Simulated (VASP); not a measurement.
Write the native input for VASP 6.6.1 that does the following.

| Property | Result |
| --- | --- |
| Task | single point |
| Functional | PBE |
| Potentials or basis | VASP PAW PBE potentials, release 64 (K_sv, Ni) |
| Cutoff | 520 eV |
| k mesh | 7 × 7 × 8 |
| Occupations | fermi-dirac, width 0.05 eV |
| Spin | collinear spin, ferromagnetic start |
| Starting moments | [0.0, 1.0] μB |
| Dipole correction | no |
| Further INCAR settings | ALGO = Fast; EDIFF = 1e-06; NBANDS = 20 |

The structure of KNi lies in POSCAR:

```
KNi
1.0
    3.6604778900      0.0000000000      0.0000000000
    0.0000000000      3.6604778900      0.0000000000
    0.0000000000      0.0000000000      3.4788877700
K Ni
1 1
Direct
   -0.0027010000     -0.0027880000      0.0025890000
    0.5056830000      0.5003780000      0.5263380000
```

This cell differs from its parent crystal: atoms moved at random.

These files were run (other wordings do the same):

INCAR

```
ALGO = Fast ; EDIFF = 1E-6
ENCUT = 520 ; GGA = PE
ISIF = 2 ; ISMEAR = -1
ISPIN = 2 ; LASPH = True
LCHARG = True ; LELF = True
LMAXMIX = 4 ; LORBIT = 11
LREAL = False ; LVHAR = True
LWAVE = False ; MAGMOM = 0 1
NBANDS = 20 ; NELM = 150
PREC = Accurate ; SIGMA = 0.05
```

KPOINTS

```
k-points
0
Gamma
  7 7 8
```

Potentials or basis: VASP PAW PBE potentials, release 64 (K_sv, Ni).

Command:

```console
$ cat potpaw_PBE.64/K_sv/POTCAR potpaw_PBE.64/Ni/POTCAR > POTCAR
$ mpirun -np 1 vasp_std > vasp.out
```

It gave:

```
Pressure                                              : 4.5 GPa
Largest force                                         : 0.183 eV/Å
Net moment                                            : 0.70 μB per cell
Site moments                                          : K -0.01; Ni +0.72 μB
Valence electrons inside the program's atomic spheres : K 7.63; Ni 8.98
```

Caveat: the cell differs from its parent crystal (atoms moved at random); the cell stands under pressure.

It took 7.5 min on 1 thread of Intel(R) Xeon(R) Platinum 8259CL CPU @ 2.50GHz (Skylake/Cascade Lake), with other jobs on the host, peak memory 0.39 GiB.
